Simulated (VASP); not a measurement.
Write the native input for VASP 6.6.1 that does the following.

| Quantity | Value |
| --- | --- |
| Task | relaxation of cell and atoms |
| Functional | PBE |
| Potentials or basis | VASP PAW PBE potentials, release 64 (Al, N) |
| Cutoff | 600 eV |
| k mesh | 10 × 10 × 10 |
| Occupations | gaussian, width 0.02 eV |
| Spin | no spin polarisation |
| Dipole correction | no |
| Further INCAR settings | ALGO = Normal; EDIFF = 1e-07; IBRION = 2; EDIFFG = -0.005; NSW = 100; ISIF = 3 |

The structure of AlN lies in POSCAR:

```
AlN
1.0
    0.0000000000      2.1839935596      2.1839935596
    2.1839935596      0.0000000000      2.1839935596
    2.1839935596      2.1839935596      0.0000000000
Al N
1 1
Direct
    0.0000000000      0.0000000000      0.0000000000
    0.7500000000      0.7500000000      0.7500000000
```

These files were run (other wordings do the same):

INCAR

```
PREC     = Accurate       # precision mode
ENCUT    = 600            # plane-wave cutoff, eV
EDIFF    = 1E-7           # SCF threshold, eV
ISMEAR   = 0              # smearing method
SIGMA    = 0.02           # smearing width, eV
LREAL    = False          # projectors in reciprocal space
LASPH    = True           # aspherical terms in the spheres
NELM     = 120            # most SCF steps
ALGO     = Normal         # electronic algorithm
ISIF     = 3              # what is computed and relaxed
LWAVE    = False          # write WAVECAR
LCHARG   = False          # write CHGCAR
GGA      = PE             # functional
IBRION   = 2              # ionic algorithm
NSW      = 100            # ionic steps
EDIFFG   = -0.005         # ionic threshold
GGA_COMPAT= False        
NELMIN   = 4
```

KPOINTS

```
Automatic mesh
0
Gamma
  10 10 10
```

Potentials or basis: VASP PAW PBE potentials, release 64 (Al, N).

The run is started by

```console
$ cat potpaw_PBE.64/Al/POTCAR potpaw_PBE.64/N/POTCAR > POTCAR
$ mpirun -np 1 vasp_std > vasp.out
```

Results of the run:

The relaxed volume is 10.65 Å³/atom, the relaxed cell is a = 3.112 Å, b = 3.112 Å, c = 3.112 Å, α = 60.00°, β = 60.00°, γ = 60.00° and the space group after relaxing (to 0.1 Å) is F-43m (No. 216). The energy gained by relaxing is 3.2 meV/atom and the ionic steps are 3. The pressure after relaxing is 0.0 GPa and the band gap on the k mesh is 3.31 eV (least direct gap 4.00 eV).

It took 33 s on 1 thread of Intel(R) Xeon(R) Platinum 8259CL CPU @ 2.50GHz (Skylake/Cascade Lake), with other jobs on the host, peak memory 0.15 GiB.
